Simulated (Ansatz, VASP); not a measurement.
## ZnCd5S6 in VASP and in Ansatz

```
Zn Cd S
1.0
     4.12028    0.00000    0.00000
     0.00000    4.12028    0.00000
     0.00000    0.00000   17.64591
Zn Cd S
1 5 6
Cartesian
  2.0601 2.0601 8.8230
  0.0000 0.0000 0.0000
  2.0601 2.0601 3.0319
  0.0000 0.0000 6.0646
  0.0000 0.0000 11.5813
  2.0601 2.0601 14.6140
  2.0601 0.0000 4.5482
  0.0000 2.0601 7.5859
  2.0601 0.0000 10.0601
  0.0000 2.0601 13.0977
  2.0601 0.0000 16.1299
  0.0000 2.0601 1.5160
```

Alike in both runs: functional PBE; k mesh 8 × 8 × 2; occupations gaussian, width 0.02 eV; no spin polarisation.

Ansatz relaxed the structure, and its values are those at the end. VASP's run is a single point on that final structure, the one shown.

|  | VASP | Ansatz |
| --- | --- | --- |
| version | VASP 6.6.1 | Ansatz 0.2.0 |
| potentials or method | VASP PAW PBE potentials, release 64 (Zn, Cd, S), cutoff 520 eV | scalar-relativistic, plane waves, PAW |
| valence electrons in the cell | 108 | 148 |

```tsv
	VASP	Ansatz	Ansatz less VASP
gap on the k mesh at the Fermi level (eV)	1.12	1.12	-0.003
least direct gap on the mesh (eV)	1.12	1.12	-0.003
pressure (GPa)	0.3	0.0	-0.28
rms of the force components (eV/Å)	0.005	0.000	-0.0045
```

The functional is the same, so the differences come from potentials, cutoffs and numerics. VASP's potentials hold 108 valence electrons a cell and Ansatz's 148, so a difference there can come from the potentials and not from the codes.
